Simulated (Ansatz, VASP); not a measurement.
**Ge in VASP and in Ansatz**

```
CELL_PARAMETERS angstrom
-3.68895 0.00000 0.00000
1.84447 -3.67635 0.00000
0.00000 0.00000 12.78278
ATOMIC_POSITIONS crystal
Ge 0.15236 0.30472 0.20311
Ge 0.15236 0.30472 0.70311
Ge 0.34764 0.69528 0.45311
Ge 0.34764 0.69528 0.95311
Ge 0.84764 0.69528 0.29689
Ge 0.84764 0.69528 0.79689
Ge 0.65236 0.30472 0.04689
Ge 0.65236 0.30472 0.54689
```

Alike in both runs: task single point; functional PBE; k mesh 6 × 6 × 2; occupations gaussian, width 0.2 eV; no spin polarisation.

|  | VASP | Ansatz |
| --- | --- | --- |
| version | VASP 6.6.1 | Ansatz 0.2.0 |
| potentials or method | VASP PAW PBE potentials, release 64 (Ge_d), cutoff 520 eV | scalar-relativistic, plane waves, PAW |
| valence electrons in the cell | 112 | 112 |

|  | VASP | Ansatz | Ansatz less VASP |
| --- | --- | --- | --- |
| gap on the k mesh at the Fermi level (eV) | none | none | - |
| pressure (GPa) | 0.0 | 0.0 | +0.01 |
| traceless stress, the component that is largest in VASP (GPa) | -0.09 | -0.10 | -0.005 |
| rms of the force components (eV/Å) | 0.034 | 0.034 | 0.0000 |

Atom by atom the forces differ by 0.001 eV/Å (rms over components). A gap of «none» marks a metal or a gap that the smearing closes.
